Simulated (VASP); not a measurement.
A run of VASP 6.6.1:

INCAR

```
SYSTEM = Ca2Br3
PREC = Accurate
ENCUT = 520
EDIFF = 1E-6
ISMEAR = 0
SIGMA = 0.1
LREAL = .FALSE.
LASPH = .TRUE.
NELM = 80
ALGO = Normal
ISIF = 2
LWAVE = .FALSE.
LCHARG = .FALSE.
GGA = PE
NBANDS = 52
```

The input KPOINTS:

```
Automatic mesh
0
G
  2 2 4
  0 0 0
```

File POSCAR:

```
Ca2Br3
1.0
    8.3851670025      0.0000000000      0.0000000000
    0.0000000000      8.3851670025      0.0000000000
    0.0000000000      0.0000000000      4.4273681773
Ca Br
4 6
Direct
    0.3827000000      0.8827000000      0.0000000000
    0.1173000000      0.3827000000      0.0000000000
    0.6173000000      0.1173000000      0.0000000000
    0.8827000000      0.6173000000      0.0000000000
    0.0000000000      0.0000000000      0.0000000000
    0.5000000000      0.5000000000      0.0000000000
    0.1768000000      0.6768000000      0.5000000000
    0.3232000000      0.1768000000      0.5000000000
    0.8232000000      0.3232000000      0.5000000000
    0.6768000000      0.8232000000      0.5000000000
```

Potentials or basis: VASP PAW PBE potentials, release 64 (Ca_sv, Br).

Run with:

```sh
$ cat potpaw_PBE.64/Ca_sv/POTCAR potpaw_PBE.64/Br/POTCAR > POTCAR
$ mpirun -np 1 vasp_std > vasp.out
```

Hardware: 1 thread of Intel(R) Xeon(R) 6975P-C (Granite Rapids), on a shared host.

Question: How long does it take, and how much memory?

Answer: Wall time 84 s on 1 thread of Intel(R) Xeon(R) 6975P-C (Granite Rapids) (shared host), peak memory 0.44 GiB. Counts: scf iterations 14, k points 9.
